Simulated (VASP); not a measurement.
# Au in VASP: settings compared

Aim: see how the results for Au move with the level of theory and the settings. Levels: PBE, LDA. Tasks: single point.

Everything below comes from runs of VASP 6.6.1. Logs are shortened: lines on timing, memory, paths and dates and some standing lists are left out, and cuts for length are marked.

## Step 1: The cell of the first run

Symmetry: Im-3m, No. 229, cubic system. The conventional cell has a = 3.315 Å, b = 3.315 Å, c = 3.315 Å, α = 90.00°, β = 90.00°, γ = 90.00°. Within 3.8 Å of Au (site symmetry m-3m) lie 14 Au at 2.87 to 3.31 Å.

## Step 2: Single point, PBE

File INCAR:

```
SYSTEM = Au
ALGO = Normal
EDIFF = 1E-6
ENCUT = 520
GGA = PE
ISIF = 2
ISMEAR = 1
LASPH = .True.
LCHARG = .False.
LREAL = .False.
LWAVE = .False.
NBANDS = 12
NELM = 60
PREC = Accurate
SIGMA = 0.05
```

File KPOINTS:

```
k-points
0
Gamma
  15 15 15
  0 0 0
```

File POSCAR:

```
Au
1.0
   -1.6572690000      1.6572690000      1.6572690000
    1.6572690000     -1.6572690000      1.6572690000
    1.6572690000      1.6572690000     -1.6572690000
Au
1
Direct
    0.0000000000      0.0000000000      0.0000000000
```

Potentials or basis: VASP PAW PBE potentials, release 64 (Au).

The run is started by

```bash
$ cat potpaw_PBE.64/Au/POTCAR > POTCAR
$ mpirun -np 1 vasp_std > vasp.out
```

OUTCAR:

```text
SYSTEM = Au
   EDIFF = 1E-6
   ENCUT = 520
   GGA = PE
   ISIF = 2
   ISMEAR = 1
   LASPH = .True.
   LREAL = .False.
   NELM = 60
   PREC = Accurate

 ion  position               nearest neighbor table
   1  0.000  0.000  0.000-

  LATTYP: Found a body centered cubic cell.
 ALAT       =     3.3145380000

  Lattice vectors:

 A1 = (  -1.6572690000,   1.6572690000,   1.6572690000)
 A2 = (   1.6572690000,  -1.6572690000,   1.6572690000)
 A3 = (   1.6572690000,   1.6572690000,  -1.6572690000)

Analysis of symmetry for initial positions (statically):
=====================================================================
 Subroutine PRICEL returns:
 Original cell was already a primitive cell.

 Routine SETGRP: Setting up the symmetry group for a
 body centered cubic supercell.

 Subroutine GETGRP returns: Found 48 space group operations
 (whereof 48 operations were pure point group operations)
 out of a pool of 48 trial point group operations.

The static configuration has the point symmetry O_h .

Analysis of symmetry for dynamics (positions and initial velocities):
=====================================================================
 Subroutine PRICEL returns:
 Original cell was already a primitive cell.

 Routine SETGRP: Setting up the symmetry group for a
 body centered cubic supercell.

 Subroutine GETGRP returns: Found 48 space group operations
 (whereof 48 operations were pure point group operations)
 out of a pool of 48 trial point group operations.

The dynamic configuration has the point symmetry O_h .

 Subroutine INISYM returns: Found 48 space group operations
 (whereof 48 operations are pure point group operations),
 and found     1 'primitive' translations

----------------------------------------------------------------------------------------

                                     Primitive cell

  volume of cell :      18.2070

  direct lattice vectors                    reciprocal lattice vectors
    -1.657269000  1.657269000  1.657269000     0.000000000  0.301701172  0.301701172
     1.657269000 -1.657269000  1.657269000     0.301701172  0.000000000  0.301701172
     1.657269000  1.657269000 -1.657269000     0.301701172  0.301701172  0.000000000

  length of vectors
     2.870474110  2.870474110  2.870474110     0.426669890  0.426669890  0.426669890

[... 70 lines left out ...]
   ISTART =      0    job   : 0-new  1-cont  2-samecut
   ICHARG =      2    charge: 1-file 2-atom 10-const
   ISPIN  =      1    spin polarized calculation?
   LNONCOLLINEAR =      F non collinear calculations
   LSORBIT =      F    spin-orbit coupling
   LASPH  =      T    aspherical Exc in radial PAW
   ENCUT  =  520.0 eV  38.22 Ry    6.18 a.u.   5.34  5.34  5.34*2*pi/ulx,y,z
   NELM   =     60;   NELMIN=  2; NELMDL= -5     # of ELM steps
   EDIFF  = 0.1E-05   stopping-criterion for ELM
   LREAL  =      F    real-space projection
[... 7 lines left out ...]
   TEBEG  =    0.0;   TEEND  =   0.0 temperature during run
   PSTRESS=    0.0 pullay stress
   NELECT =      11.0000    total number of electrons
   NUPDOWN=      -1.0000    fix difference up-down
   EMIN   =  10.00;   EMAX   =-10.00  energy-range for DOS
   EFERMI =   0.00;   METHOD = LEGACY
   ISMEAR =     1;   SIGMA  =   0.05  broadening in eV -4-tet -1-fermi 0-gaus
   EFERMI_NEDOS =   21; number of points for ismear=-14 and -15
   IALGO  =     38    algorithm
   IMIX   =      4    mixing-type and parameters
     AMIX     =   0.40;   BMIX     =  1.00
     AMIX_MAG =   1.60;   BMIX_MAG =  1.00
  volume/ion in A,a.u.               =      18.21       122.87
  Fermi-wavevector in a.u.,A,eV,Ry     =   1.383968  2.615320 26.060157  1.915367
  Thomas-Fermi vector in A             =   2.508516
   LORBIT       =      0    0 simple, 1 ext, 2 COOP (PROOUT), +10 PAW based schemes
   GGA     = PE    functional components
   LHFCALC =     F    Hartree Fock is set to
   AEXX    =    0.0000 exact exchange contribution
   IVDW    =     0    specifies the selected vdW correction
   LEPSILON=     F    determine dielectric tensor
   LRPA    =     F    only Hartree local field effects (RPA)
 non-spin polarized calculation
 Methfessel and Paxton  Order N= 1 SIGMA  =   0.05
  energy-cutoff  :      520.00
  volume of cell :       18.21
 maximum number of plane-waves:       499
 NGX is ok and might be reduce to    24
   NGX = 11   NGY = 11   NGZ = 11

 number of electron      10.9999998 magnetization

 Free energy of the ion-electron system (eV)
  ---------------------------------------------------
  ext. energy  EPLUGINS =         0.00000000
  ---------------------------------------------------
  free energy    TOTEN  =        -3.19804513 eV

  energy without entropy =       -3.19793557  energy(sigma->0) =       -3.19800861

 E-fermi :   8.3166     XC(G=0): -12.3249

 val. band max:        8.3113791609   @ k =  -0.4000   0.4667   0.0667
 cond. band min:       8.3637182783   @ k =  -0.4000   0.4000   0.2000
 fundamental gap:      0.0523391174
 Fermi energy:         8.3166216537

 k-point     1 :       0.0000    0.0000    0.0000
  band No.  band energies     occupation
      1      -0.7555      2.00000
      2       3.8965      2.00000
      3       3.8965      2.00000
      4       3.8965      2.00000
      5       5.6330      2.00000
      6       5.6330      2.00000
      7      24.9100      0.00000
      8      24.9100      0.00000
      9      24.9100      0.00000
     10      31.5709      0.00000
     11      31.5709      0.00000
     12      31.5709      0.00000
[... 331 lines left out ...]
 k-point    24 :       0.4000    0.2000    0.0000
  band No.  band energies     occupation
      1       2.3888      2.00000
      2       3.1876      2.00000
      3       4.6656      2.00000
      4       5.5071      2.00000
      5       6.1145      2.00000
      6      10.9649      0.00000
      7      11.4790      0.00000
      8      17.3768      0.00000
      9      21.9627      0.00000
     10      28.7646      0.00000
     11      30.0833      0.00000
     12      33.2722      0.00000

 [... further k-points ...]
[... 5 lines left out ...]
  --------------------------------------------------------------------------------------
  -------------------------------------------------------------------------------------
  Total       -0.1673010     -0.1673010     -0.1673010     -0.0000000      0.0000000      0.0000000
  in kB      -14.7221131    -14.7221131    -14.7221131     -0.0000000      0.0000000      0.0000000
  external PRESSURE =     -14.7221131 kB  Pullay stress =       0.0000000 kB

 VOLUME and BASIS-vectors are now :
 -----------------------------------------------------------------------------
  energy-cutoff  :      520.00
  volume of cell :       18.21
      direct lattice vectors                 reciprocal lattice vectors
    -1.657269000  1.657269000  1.657269000     0.000000000  0.301701172  0.301701172
     1.657269000 -1.657269000  1.657269000     0.301701172  0.000000000  0.301701172
     1.657269000  1.657269000 -1.657269000     0.301701172  0.301701172  0.000000000

 POSITION                                       TOTAL-FORCE (eV/Angst)
 -----------------------------------------------------------------------------------
      0.00000      0.00000      0.00000         0.000000      0.000000      0.000000
 -----------------------------------------------------------------------------------
    total drift:                                0.000000      0.000000     -0.000000

  FREE ENERGIE OF THE ION-ELECTRON SYSTEM (eV)
  ---------------------------------------------------
  free  energy   TOTEN  =        -3.1980451347 eV

  energy  without entropy=       -3.1979355721  energy(sigma->0) =       -3.19800861
```

OSZICAR:

```text
N       E                     dE             d eps       ncg     rms          rms(c)
DAV:   1     0.480390064487E+02    0.48039E+02   -0.55787E+03  2976   0.813E+02
DAV:   2    -0.281917482121E+01   -0.50858E+02   -0.48141E+02  3364   0.183E+02
DAV:   3    -0.346282407779E+01   -0.64365E+00   -0.64252E+00  3480   0.199E+01
DAV:   4    -0.346506878024E+01   -0.22447E-02   -0.22446E-02  3236   0.136E+00
DAV:   5    -0.346508620426E+01   -0.17424E-04   -0.17423E-04  3396   0.114E-01    0.745E+00
DAV:   6    -0.321425865600E+01    0.25083E+00   -0.74802E-01  3116   0.677E+00    0.495E+00
DAV:   7    -0.319989569395E+01    0.14363E-01   -0.46924E-02  3320   0.172E+00    0.260E+00
DAV:   8    -0.319804882575E+01    0.18469E-02   -0.87612E-04  3196   0.244E-01    0.204E-01
DAV:   9    -0.319803878284E+01    0.10043E-04   -0.17760E-05  3244   0.324E-02    0.201E-02
DAV:  10    -0.319804531513E+01   -0.65323E-05   -0.43554E-06  3236   0.205E-02    0.492E-03
DAV:  11    -0.319804513468E+01    0.18045E-06   -0.10898E-07  1684   0.254E-03
   1 F= -.31980451E+01 E0= -.31980086E+01  d E =-.109563E-03
```

Run time: 29 s. Hardware: 1 thread of Intel Xeon Platinum 8375C at 2.90GHz (Ice Lake), shared host; peak memory 0.16 GiB.

Results:

```yaml
Free_energy: -3.1980 eV
Pressure: -1.5 GPa
```

Caveat: spin-orbit coupling is left out, which moves the levels of the heavy elements.

(Part 1 of 2 ends here.)
